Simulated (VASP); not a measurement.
# Pd (I4/mmm) in VASP: a series of runs

The runs below take Pd through single point, with PBEsol.

Everything below comes from runs of VASP 6.6.1. Logs are shortened: lines on timing, memory, paths and dates and some standing lists are left out, and cuts for length are marked.

### Step 1. The cell of the first run

The structure is tetragonal, space group I4/mmm (No. 139). Conventional cell: a = 3.186 Å, b = 3.186 Å, c = 3.139 Å, α = 90.00°, β = 90.00°, γ = 90.00°. Pd (site symmetry 4/mmm) has 14 Pd at 2.75 to 3.19 Å within 3.6 Å.

### Step 2. Single point, PBEsol (strained)

INCAR

```
PREC = Accurate ; ENCUT = 520
EDIFF = 1E-6 ; ISMEAR = 0
SIGMA = 0.1 ; LREAL = False
LASPH = True ; NELM = 60
ALGO = Normal ; ISIF = 2
LWAVE = False ; LCHARG = True
GGA = PS ; LELF = True
LVHAR = True ; NBANDS = 11
```

KPOINTS

```
Automatic mesh
0
Gamma
  16 16 16
```

POSCAR

```
Pd
1.0
   -1.5928778811      1.5928778811      1.5692936661
    1.5928778811     -1.5928778811      1.5692936661
    1.5928778811      1.5928778811     -1.5692936661
Pd
1
Direct
    0.0000000000      0.0000000000      0.0000000000
```

Potentials or basis: VASP PAW PBE potentials, release 64 (Pd).

Started as:

```console
$ cat potpaw_PBE.64/Pd/POTCAR > POTCAR
$ mpirun -np 1 vasp_std > vasp.out
```

OUTCAR:

```text
PREC = Accurate
   ENCUT = 520
   EDIFF = 1E-6
   ISMEAR = 0
   LREAL = False
   LASPH = True
   NELM = 60
   ISIF = 2
   GGA = PS

 ion  position               nearest neighbor table
   1  0.000  0.000  0.000-

  LATTYP: Found a body centered tetragonal cell.
 ALAT       =     3.1857557622
 C/A-ratio  =     0.9851939591

  Lattice vectors:

 A1 = (  -1.5928778811,   1.5928778811,   1.5692936661)
 A2 = (   1.5928778811,  -1.5928778811,   1.5692936661)
 A3 = (   1.5928778811,   1.5928778811,  -1.5692936661)

Analysis of symmetry for initial positions (statically):
=====================================================================
 Subroutine PRICEL returns:
 Original cell was already a primitive cell.

 Routine SETGRP: Setting up the symmetry group for a
 body centered tetragonal supercell.

 Subroutine GETGRP returns: Found 16 space group operations
 (whereof 16 operations were pure point group operations)
 out of a pool of 16 trial point group operations.

The static configuration has the point symmetry D_4h.

Analysis of symmetry for dynamics (positions and initial velocities):
=====================================================================
 Subroutine PRICEL returns:
 Original cell was already a primitive cell.

 Routine SETGRP: Setting up the symmetry group for a
 body centered tetragonal supercell.

 Subroutine GETGRP returns: Found 16 space group operations
 (whereof 16 operations were pure point group operations)
 out of a pool of 16 trial point group operations.

The dynamic configuration has the point symmetry D_4h.

 Subroutine INISYM returns: Found 16 space group operations
 (whereof 16 operations are pure point group operations),
 and found     1 'primitive' translations

----------------------------------------------------------------------------------------

                                     Primitive cell

  volume of cell :      15.9268

  direct lattice vectors                    reciprocal lattice vectors
    -1.592877881  1.592877881  1.569293666     0.000000000  0.313897258  0.318614680
     1.592877881 -1.592877881  1.569293666     0.313897258  0.000000000  0.318614680
     1.592877881  1.592877881 -1.569293666     0.313897258  0.313897258  0.000000000

  length of vectors
     2.745396601  2.745396601  2.745396601     0.447265920  0.447265920  0.443917760

  position of ions in fractional coordinates (direct lattice)
     0.000000000  0.000000000  0.000000000

  ion indices of the primitive-cell ions
   primitive index   ion index
                 1           1

----------------------------------------------------------------------------------------

 KPOINTS: Automatic mesh

Automatic generation of k-mesh.
 Grid dimensions read from file:
 generate k-points for:   16   16   16

 Generating k-lattice:

  Cartesian coordinates                     Fractional coordinates (reciprocal lattice)
     0.000000000  0.019618579  0.019913418     0.062500000 -0.000000000  0.000000000
     0.019618579  0.000000000  0.019913418    -0.000000000  0.062500000  0.000000000
     0.019618579  0.019618579  0.000000000     0.000000000  0.000000000  0.062500000

  Length of vectors
     0.027954120  0.027954120  0.027744860

  Shift w.r.t. Gamma in fractional coordinates (k-lattice)
     0.000000000  0.000000000  0.000000000

 Subroutine IBZKPT returns following result:
 ===========================================

 Found    349 irreducible k-points:

 Following reciprocal coordinates:
            Coordinates               Weight
  0.000000  0.000000  0.000000      1.000000
  0.062500  0.000000  0.000000      8.000000
  0.125000  0.000000  0.000000      8.000000
  0.187500  0.000000  0.000000      8.000000
  0.250000  0.000000  0.000000      8.000000
  0.312500 -0.000000  0.000000      8.000000
[... 16 lines left out ...]
 -0.125000  0.062500  0.000000     16.000000
 -0.062500  0.062500  0.000000      4.000000
 [... further k-points ...]
   k-points           NKPTS =    349   k-points in BZ     NKDIM =    349   number of bands    NBANDS=     11
   number of dos      NEDOS =    301   number of ions     NIONS =      1
   total plane-waves  NPLWV =   8000
   dimension x,y,z NGX =    20 NGY =   20 NGZ =   20
   dimension x,y,z NGXF=    40 NGYF=   40 NGZF=   40
   ions per type =               1
   NGX,Y,Z   is equivalent  to a cutoff of  12.11, 12.11, 12.11 a.u.
   NGXF,Y,Z  is equivalent  to a cutoff of  24.22, 24.22, 24.22 a.u.
 SYSTEM =  unknown system
   PREC   = accura    normal or accurate (medium, high low for compatibility)
   ISTART =      0    job   : 0-new  1-cont  2-samecut
   ICHARG =      2    charge: 1-file 2-atom 10-const
   ISPIN  =      1    spin polarized calculation?
   LNONCOLLINEAR =      F non collinear calculations
   LSORBIT =      F    spin-orbit coupling
   LASPH  =      T    aspherical Exc in radial PAW
   ENCUT  =  520.0 eV  38.22 Ry    6.18 a.u.   5.10  5.10  5.10*2*pi/ulx,y,z
   NELM   =     60;   NELMIN=  2; NELMDL= -5     # of ELM steps
   EDIFF  = 0.1E-05   stopping-criterion for ELM
   LREAL  =      F    real-space projection
   EDIFFG = 0.1E-04   stopping-criterion for IOM
   NSW    =      0    number of steps for IOM
   IBRION =     -1    ionic relax: 0-MD 1-quasi-New 2-CG
   NFREE  =      0    steps in history (QN), initial steepest desc. (CG)
   ISIF   =      2    stress and relaxation
   ISYM   =      2    0-nonsym 1-usesym 2-fastsym
   POTIM  = 0.5000    time-step for ionic-motion
   TEBEG  =    0.0;   TEEND  =   0.0 temperature during run
   PSTRESS=    0.0 pullay stress
   NELECT =      10.0000    total number of electrons
   NUPDOWN=      -1.0000    fix difference up-down
   EMIN   =  10.00;   EMAX   =-10.00  energy-range for DOS
   EFERMI =   0.00;   METHOD = LEGACY
   ISMEAR =     0;   SIGMA  =   0.10  broadening in eV -4-tet -1-fermi 0-gaus
   EFERMI_NEDOS =   21; number of points for ismear=-14 and -15
   IALGO  =     38    algorithm
   IMIX   =      4    mixing-type and parameters
     AMIX     =   0.40;   BMIX     =  1.00
     AMIX_MAG =   1.60;   BMIX_MAG =  1.00
  volume/ion in A,a.u.               =      15.93       107.48
  Fermi-wavevector in a.u.,A,eV,Ry     =   1.401840  2.649093 26.737561  1.965155
  Thomas-Fermi vector in A             =   2.524661
   LORBIT       =      0    0 simple, 1 ext, 2 COOP (PROOUT), +10 PAW based schemes
   GGA     = PS    functional components
   LHFCALC =     F    Hartree Fock is set to
   AEXX    =    0.0000 exact exchange contribution
   IVDW    =     0    specifies the selected vdW correction
   LEPSILON=     F    determine dielectric tensor
   LRPA    =     F    only Hartree local field effects (RPA)
 non-spin polarized calculation
 Gauss-broadening in eV      SIGMA  =   0.10
  energy-cutoff  :      520.00
  volume of cell :       15.93
 maximum number of plane-waves:       442
   NGX = 11   NGY = 11   NGZ = 11

 number of electron      10.0000000 magnetization

 Free energy of the ion-electron system (eV)
  ---------------------------------------------------
  ext. energy  EPLUGINS =         0.00000000
  ---------------------------------------------------
  free energy    TOTEN  =        -5.85064607 eV

  energy without entropy =       -5.84291067  energy(sigma->0) =       -5.84677837

 E-fermi :   8.3931     XC(G=0): -12.9022

 val. band max:        8.3912362022   @ k =  -0.3750  -0.4375   0.2500
 cond. band min:       8.3932025934   @ k =  -0.1875   0.4375   0.1250
 fundamental gap:      0.0019663912
 Fermi energy:         8.3930825037

 k-point     1 :       0.0000    0.0000    0.0000
  band No.  band energies     occupation
      1       1.7278      2.00000
      2       5.6818      2.00000
      3       5.7792      2.00000
      4       5.7792      2.00000
      5       7.4929      2.00000
      6       7.5999      2.00000
      7      27.4245      0.00000
      8      27.4245      0.00000
      9      27.7045      0.00000
     10      35.2035      0.00000
     11      35.2878      0.00000

 k-point     2 :       0.0625    0.0000    0.0000
  band No.  band energies     occupation
      1       1.8693      2.00000
      2       5.6704      2.00000
      3       5.7801      2.00000
      4       5.8409      2.00000
      5       7.4786      2.00000
      6       7.5664      2.00000
      7      27.3636      0.00000
      8      27.5831      0.00000
      9      27.6405      0.00000
     10      33.8191      0.00000
     11      34.4349      0.00000

 k-point     3 :       0.1250    0.0000    0.0000
  band No.  band energies     occupation
      1       2.2753      2.00000
      2       5.5519      2.00000
      3       5.7794      2.00000
      4       6.1123      2.00000
      5       7.3920      2.00000
      6       7.5489      2.00000
      7      26.8290      0.00000
      8      27.4254      0.00000
      9      28.0355      0.00000
     10      32.5943      0.00000
     11      32.9558      0.00000

 k-point     4 :       0.1875    0.0000    0.0000
  band No.  band energies     occupation
      1       2.8727      2.00000
      2       5.3666      2.00000
      3       5.8006      2.00000
      4       6.5559      2.00000
      5       7.2992      2.00000
      6       7.5710      2.00000
      7      25.3871      0.00000
      8      26.7919      0.00000
      9      28.7133      0.00000
     10      31.7447      0.00000
     11      32.0312      0.00000
[... 239 lines left out ...]
 k-point    22 :      -0.1875    0.0625   -0.0000
  band No.  band energies     occupation
      1       2.6484      2.00000
      2       5.4786      2.00000
      3       5.6978      2.00000
      4       6.4373      2.00000
      5       7.2660      2.00000
      6       7.6027      2.00000
      7      26.1960      0.00000
      8      26.9683      0.00000
      9      28.3234      0.00000
     10      31.2310      0.00000
     11      32.3385      0.00000

 k-point    23 :      -0.1250    0.0625    0.0000
  band No.  band energies     occupation
      1       2.1396      2.00000
      2       5.6333      2.00000
      3       5.7092      2.00000
      4       6.0599      2.00000
      5       7.3667      2.00000
      6       7.5926      2.00000
      7      26.9892      0.00000
      8      27.5224      0.00000
      9      27.9463      0.00000
     10      32.4650      0.00000
     11      33.5538      0.00000

 k-point    24 :      -0.0625    0.0625    0.0000
  band No.  band energies     occupation
      1       1.8671      2.00000
      2       5.6863      2.00000
      3       5.7356      2.00000
      4       5.8743      2.00000
      5       7.4400      2.00000
      6       7.6003      2.00000
      7      27.2913      0.00000
      8      27.4453      0.00000
      9      27.8598      0.00000
     10      33.7504      0.00000
     11      34.2301      0.00000

 [... further k-points ...]

------------------------ aborting loop because EDIFF is reached ----------------------------------------

  FORCE on cell =-STRESS in cart. coord.  units (eV):
  Direction    XX          YY          ZZ          XY          YZ          ZX
  --------------------------------------------------------------------------------------
  -------------------------------------------------------------------------------------
  Total       -1.3079409     -1.3079409     -1.3342263      0.0000000      0.0000000      0.0000000
  in kB     -131.5738301   -131.5738301   -134.2180423      0.0000000      0.0000000      0.0000000
  external PRESSURE =    -132.4552341 kB  Pullay stress =       0.0000000 kB

 VOLUME and BASIS-vectors are now :
 -----------------------------------------------------------------------------
  energy-cutoff  :      520.00
  volume of cell :       15.93
      direct lattice vectors                 reciprocal lattice vectors
    -1.592877881  1.592877881  1.569293666     0.000000000  0.313897258  0.318614680
     1.592877881 -1.592877881  1.569293666     0.313897258  0.000000000  0.318614680
     1.592877881  1.592877881 -1.569293666     0.313897258  0.313897258  0.000000000

 POSITION                                       TOTAL-FORCE (eV/Angst)
 -----------------------------------------------------------------------------------
      0.00000      0.00000      0.00000         0.000000     -0.000000      0.000000
 -----------------------------------------------------------------------------------
    total drift:                                0.000000     -0.000000      0.000000

  FREE ENERGIE OF THE ION-ELECTRON SYSTEM (eV)
  ---------------------------------------------------
  free  energy   TOTEN  =        -5.8506460715 eV

  energy  without entropy=       -5.8429106665  energy(sigma->0) =       -5.84677837
```

Run time: 18 s. Hardware: 1 thread of Intel Xeon 6975P-C (Granite Rapids), shared host; peak memory 0.17 GiB.

What came out:

```yaml
Free_energy: -5.8506 eV
Pressure: -13.2 GPa
Band_gap_on_the_k_mesh: zero (band 5 reaches 8.92 eV, above the bottom of band 6 at 7.50 eV)
```

Caveat: the cell differs from its parent crystal (strained); the PAW data sets were made with another functional, which shifts forces and pressure a little.

### Step 3. Single point, PBEsol (strained)

INCAR

```
PREC = Accurate
ENCUT = 520
EDIFF = 1E-7
ISMEAR = 0
SIGMA = 0.1
LREAL = False
LASPH = True
NELM = 60
ALGO = Fast
ISIF = 2
LWAVE = False
LCHARG = False
GGA = PS
NBANDS = 11
```

KPOINTS

```
regular mesh
0
Gamma
  16 16 16
```

POSCAR

```
Pd
1.0
   -1.5309771781      1.5309771781      1.6253140381
    1.5309771781     -1.5309771781      1.6253140381
    1.5309771781      1.5309771781     -1.6253140381
Pd
1
Direct
    0.0000000000      0.0000000000      0.0000000000
```

Potentials or basis: VASP PAW PBE potentials, release 64 (Pd).

Started as:

```console
$ cat potpaw_PBE.64/Pd/POTCAR > POTCAR
$ mpirun -np 1 vasp_std > vasp.out
```

OUTCAR:

```text
PREC = Accurate
   ENCUT = 520
   EDIFF = 1E-7
   ISMEAR = 0
   LREAL = False
   LASPH = True
   NELM = 60
   ISIF = 2
   GGA = PS

 ion  position               nearest neighbor table
   1  0.000  0.000  0.000-

  LATTYP: Found a body centered tetragonal cell.
 ALAT       =     3.0619543562
 C/A-ratio  =     1.0616187239

  Lattice vectors:

 A1 = (  -1.5309771781,   1.5309771781,   1.6253140381)
 A2 = (   1.5309771781,  -1.5309771781,   1.6253140381)
 A3 = (   1.5309771781,   1.5309771781,  -1.6253140381)
[... 515 lines left out ...]
     11      35.7626      0.00000

 [... further k-points ...]

------------------------ aborting loop because EDIFF is reached ----------------------------------------

  FORCE on cell =-STRESS in cart. coord.  units (eV):
  Direction    XX          YY          ZZ          XY          YZ          ZX
  --------------------------------------------------------------------------------------
  -------------------------------------------------------------------------------------
  Total       -0.7440504     -0.7440504     -0.5427877      0.0000000      0.0000000      0.0000000
  in kB      -78.2308784    -78.2308784    -57.0697356      0.0000000      0.0000000      0.0000000
  external PRESSURE =     -71.1771641 kB  Pullay stress =       0.0000000 kB

 VOLUME and BASIS-vectors are now :
 -----------------------------------------------------------------------------
  energy-cutoff  :      520.00
  volume of cell :       15.24
      direct lattice vectors                 reciprocal lattice vectors
    -1.530977178  1.530977178  1.625314038     0.000000000  0.326588800  0.307632856
     1.530977178 -1.530977178  1.625314038     0.326588800  0.000000000  0.307632856
     1.530977178  1.530977178 -1.625314038     0.326588800  0.326588800  0.000000000

 POSITION                                       TOTAL-FORCE (eV/Angst)
 -----------------------------------------------------------------------------------
      0.00000      0.00000      0.00000        -0.000000      0.000000     -0.000000
 -----------------------------------------------------------------------------------
    total drift:                                0.000000     -0.000000      0.000000

  FREE ENERGIE OF THE ION-ELECTRON SYSTEM (eV)
  ---------------------------------------------------
  free  energy   TOTEN  =        -5.8987001716 eV

  energy  without entropy=       -5.8915099311  energy(sigma->0) =       -5.89510505
```

stdout:

```text
POSCAR found type information on POSCAR Pd
 POSCAR found :  1 types and       1 ions
 scaLAPACK will be used
 -----------------------------------------------------------------------------
|                                                                             |
|                                                                             |
|     You enforced a specific xc type in the INCAR file but a different       |
|     I HOPE YOU KNOW WHAT YOU ARE DOING!                                     |
|                                                                             |
 -----------------------------------------------------------------------------

 LDA part: xc-table for (Slater+PW92), standard interpolation
 POSCAR, INCAR and KPOINTS ok, starting setup
 FFT: planning ... GRIDC
 FFT: planning ... GRID_SOFT
 FFT: planning ... GRID
 WAVECAR not read
 entering main loop
```

Wall time 82 s (1 thread of Intel Xeon 8259CL, shared host); peak memory 0.17 GiB.

What came out:

| Quantity | Value |
| --- | --- |
| Free energy | -5.8987 eV |
| Pressure | -7.1 GPa |
| Band gap on the k mesh | zero (band 5 reaches 9.70 eV, above the bottom of band 6 at 8.11 eV) |

Caveat: the cell differs from its parent crystal (strained); the PAW data sets were made with another functional, which shifts forces and pressure a little.
